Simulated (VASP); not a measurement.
# MgS (Fm-3m) in VASP: further runs, part 2 of 2

VASP 6.6.1. Earlier steps stand in the parts before.

### Step 3. Electric field gradients, PBE (volume scaled by 1.025)

Input file INCAR:

```
SYSTEM = MgS
PREC = Accurate ; ENCUT = 520
EDIFF = 1E-8 ; ISMEAR = -1
SIGMA = 0.03 ; LREAL = .False.
LASPH = .True. ; NELM = 120
ALGO = Normal ; ISIF = 2
LWAVE = .False. ; LCHARG = .False.
GGA = PE ; LEFG = .True.
NBANDS = 11 ; GGA_COMPAT = .False.
```

Input file KPOINTS:

```
regular mesh
0
Gamma
  10 10 10
  0 0 0
```

Input file POSCAR:

```
MgS
1.0
    0.0000000000      2.6231522148      2.6231522148
    2.6231522148      0.0000000000      2.6231522148
    2.6231522148      2.6231522148      0.0000000000
Mg S
1 1
Direct
    0.0000000000      0.0000000000      0.0000000000
    0.5000000000      0.5000000000      0.5000000000
```

Potentials or basis: VASP PAW PBE potentials, release 64 (Mg, S).

On the command line:

```console
$ cat potpaw_PBE.64/Mg/POTCAR potpaw_PBE.64/S/POTCAR > POTCAR
$ mpirun -np 1 vasp_std > vasp.out
```

OUTCAR:

```text
SYSTEM = MgS
   PREC = Accurate
   ENCUT = 520
   EDIFF = 1E-8
   ISMEAR = -1
   LREAL = .False.
   LASPH = .True.
   NELM = 120
   ISIF = 2
   GGA = PE

 ion  position               nearest neighbor table
   1  0.000  0.000  0.000-   2 2.62   2 2.62   2 2.62   2 2.62   2 2.62   2 2.62
   2  0.500  0.500  0.500-   1 2.62   1 2.62   1 2.62   1 2.62   1 2.62   1 2.62

  LATTYP: Found a face centered cubic cell.
 ALAT       =     5.2463044296

  Lattice vectors:

 A1 = (   0.0000000000,   2.6231522148,   2.6231522148)
 A2 = (   2.6231522148,   0.0000000000,   2.6231522148)
 A3 = (   2.6231522148,   2.6231522148,   0.0000000000)

Analysis of symmetry for initial positions (statically):
=====================================================================
 Subroutine PRICEL returns:
 Original cell was already a primitive cell.

 Routine SETGRP: Setting up the symmetry group for a
 face centered cubic supercell.

[... 524 lines left out ...]
      direct lattice vectors                 reciprocal lattice vectors
     0.000000000  2.623152215  2.623152215    -0.190610365  0.190610365  0.190610365
     2.623152215  0.000000000  2.623152215     0.190610365 -0.190610365  0.190610365
     2.623152215  2.623152215  0.000000000     0.190610365  0.190610365 -0.190610365

 POSITION                                       TOTAL-FORCE (eV/Angst)
 -----------------------------------------------------------------------------------
      0.00000      0.00000      0.00000         0.000000     -0.000000      0.000000
      2.62315      2.62315      2.62315        -0.000000      0.000000     -0.000000
 -----------------------------------------------------------------------------------
    total drift:                                0.000000      0.000000      0.000000

  FREE ENERGIE OF THE ION-ELECTRON SYSTEM (eV)
  ---------------------------------------------------
  free  energy   TOTEN  =        -8.5018387633 eV

  energy  without entropy=       -8.5018387632  energy(sigma->0) =       -8.50183876

 Electric field gradients (V/A^2)
---------------------------------------------------------------------
 ion       V_xx      V_yy      V_zz      V_xy      V_xz      V_yz
---------------------------------------------------------------------
   1      -0.000     0.000     0.000     0.000     0.000     0.000
   2      -0.000     0.000     0.000    -0.000    -0.000    -0.000
---------------------------------------------------------------------

 Electric field gradients after diagonalization (V/A^2)
 (convention: |V_zz| > |V_xx| > |V_yy|)
----------------------------------------------------------------------
 ion       V_xx      V_yy      V_zz     asymmetry (V_yy - V_xx)/ V_zz
----------------------------------------------------------------------
   1      -0.000    -0.000     0.000       0.000
   2       0.000     0.000    -0.001       0.000
----------------------------------------------------------------------

           NMR quadrupolar parameters

 Cq : quadrupolar parameter    Cq=e*Q*V_zz/h
 eta: asymmetry parameters     (V_yy - V_xx)/ V_zz
 Q  : nuclear electric quadrupole moment in mb (millibarn)
----------------------------------------------------------------------
 ion       Cq(MHz)       eta       Q (mb)
----------------------------------------------------------------------
   1       0.000       0.000       1.000
   2      -0.000       0.000       1.000
----------------------------------------------------------------------
```

OSZICAR:

```text
N       E                     dE             d eps       ncg     rms          rms(c)
DAV:   1     0.220678043900E+02    0.22068E+02   -0.35325E+03  1066   0.590E+02
DAV:   2    -0.752237931836E+01   -0.29590E+02   -0.28166E+02  1329   0.977E+01
DAV:   3    -0.890906568269E+01   -0.13867E+01   -0.13849E+01  1264   0.235E+01
DAV:   4    -0.891767800753E+01   -0.86123E-02   -0.86117E-02  1216   0.219E+00
DAV:   5    -0.891775977652E+01   -0.81769E-04   -0.81768E-04  1314   0.212E-01    0.431E+00
DAV:   6    -0.854265333068E+01    0.37511E+00   -0.82516E-01  1163   0.354E+00    0.336E+00
DAV:   7    -0.850225099319E+01    0.40402E-01   -0.21835E-01  1232   0.201E+00    0.223E+00
DAV:   8    -0.850215619125E+01    0.94802E-04   -0.15562E-02  1145   0.754E-01    0.987E-01
DAV:   9    -0.850182860493E+01    0.32759E-03   -0.85662E-04  1181   0.166E-01    0.360E-01
DAV:  10    -0.850184288954E+01   -0.14285E-04   -0.26901E-04  1185   0.745E-02    0.480E-02
DAV:  11    -0.850183897738E+01    0.39122E-05   -0.22409E-05  1235   0.206E-02    0.225E-02
DAV:  12    -0.850183883438E+01    0.14299E-06   -0.89592E-07  1262   0.572E-03    0.279E-03
DAV:  13    -0.850183878401E+01    0.50379E-07   -0.24151E-08  1223   0.751E-04    0.271E-04
DAV:  14    -0.850183874854E+01    0.35467E-07   -0.24883E-09   676   0.264E-04    0.802E-04
DAV:  15    -0.850183876316E+01   -0.14617E-07   -0.12829E-09   649   0.157E-04    0.534E-05
DAV:  16    -0.850183876326E+01   -0.10164E-09   -0.66457E-11   622   0.561E-05
   1 F= -.85018388E+01 E0= -.85018388E+01  d E =-.279994E-10
```

stdout:

```text
POSCAR found type information on POSCAR MgS
 POSCAR found :  2 types and       2 ions
 scaLAPACK will be used
 LDA part: xc-table for (Slater+PW92), standard interpolation
 POSCAR, INCAR and KPOINTS ok, starting setup
 FFT: planning ... GRIDC
 FFT: planning ... GRID_SOFT
 FFT: planning ... GRID
 WAVECAR not read
 entering main loop
ion   1

ion   2
```

Wall time 35 s (1 thread of Intel Xeon 8259CL, shared host); peak memory 0.17 GiB.

Results:

| Item | Value |
| --- | --- |
| Free energy | -8.5018 eV |
| Pressure | -1.0 GPa |
| Band gap on the k mesh | 2.72 eV, indirect (least direct gap 3.52 eV) |

Caveat: without QUAD_EFG the Cq values of the log hold for a quadrupole moment of 1 mb, not for the nuclei. A k mesh can miss the band edges.
